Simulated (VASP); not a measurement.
A run of VASP 6.6.1:

Contents of INCAR:

```
PREC = Accurate
ENCUT = 500
EDIFF = 1E-6
ISMEAR = 0
SIGMA = 0.1
LREAL = False
LASPH = True
NELM = 120
ALGO = Normal
ISIF = 2
LWAVE = False
LCHARG = False
GGA = CA
NBANDS = 9
GGA_COMPAT = False
```

Contents of KPOINTS:

```
Automatic mesh
0
Gamma
  20 20 20
```

File POSCAR:

```
Se
1.0
   -1.6796958594      1.6796958594      1.6796958594
    1.6796958594     -1.6796958594      1.6796958594
    1.6796958594      1.6796958594     -1.6796958594
Se
1
Direct
    0.0000000000      0.0000000000      0.0000000000
```

Potentials or basis: VASP PAW LDA potentials, release 64 (Se).

The run is started by

```sh
$ cat potpaw_LDA.64/Se/POTCAR > POTCAR
$ mpirun -np 1 vasp_std > vasp.out
```

Hardware: 1 thread of Intel Xeon 8259CL, with other jobs on the host.

Problem. Estimate the wall time of this run.

Solution. It took 34 s on 1 thread of Intel Xeon 8259CL, on a shared host, peak memory 0.16 GiB. Counts: scf iterations 9, k points 256.
